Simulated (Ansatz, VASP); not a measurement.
**One calculation of Zn3S2O, two programs**

```xyz
12
Lattice="-3.6874 3.6874 0.0000 3.6874 3.6874 0.0000 1.8437 -1.8437 -7.5798" Properties=species:S:1:pos:R:3 pbc="T T T"
Zn    0.0000    0.0000   -4.7496
Zn    0.0000    3.6874   -4.7496
Zn   -1.8437    1.8437   -2.8302
Zn    1.8437    1.8437   -2.8302
Zn    0.0000    0.0000    0.0000
Zn    1.8437    1.8437   -7.5798
S     0.0000    1.8437   -1.4175
S     0.0000    5.5311   -1.4175
S     0.0000    1.8437   -6.1624
S     3.6874    1.8437   -6.1624
O    -1.8437    3.6874   -3.7899
O     1.8437    3.6874   -3.7899
```

Alike in both runs: task single point; functional PBE; k mesh 4 × 4 × 4; occupations gaussian, width 0.1 eV; no spin polarisation.

```csv
,VASP,Ansatz
version,VASP 6.6.1,Ansatz 0.2.0
potentials or method,"VASP PAW PBE potentials, release 64 (Zn, S, O), cutoff 520 eV","scalar-relativistic, plane waves, PAW"
valence electrons in the cell,108,108
```

Ansatz gave:

```
gap on the k mesh at the Fermi level (eV) : 1.11
least direct gap on the mesh (eV)         : 1.11
pressure (GPa)                            : 0.0
rms of the force components (eV/Å)        : 0.000
```

**Question.** What did VASP give for the same quantities?

**Answer.** gap on the k mesh at the Fermi level (eV): 1.11; least direct gap on the mesh (eV): 1.11; pressure (GPa): 0.2; rms of the force components (eV/Å): 0.007.

Atom by atom the forces differ by 0.007 eV/Å (rms over components).
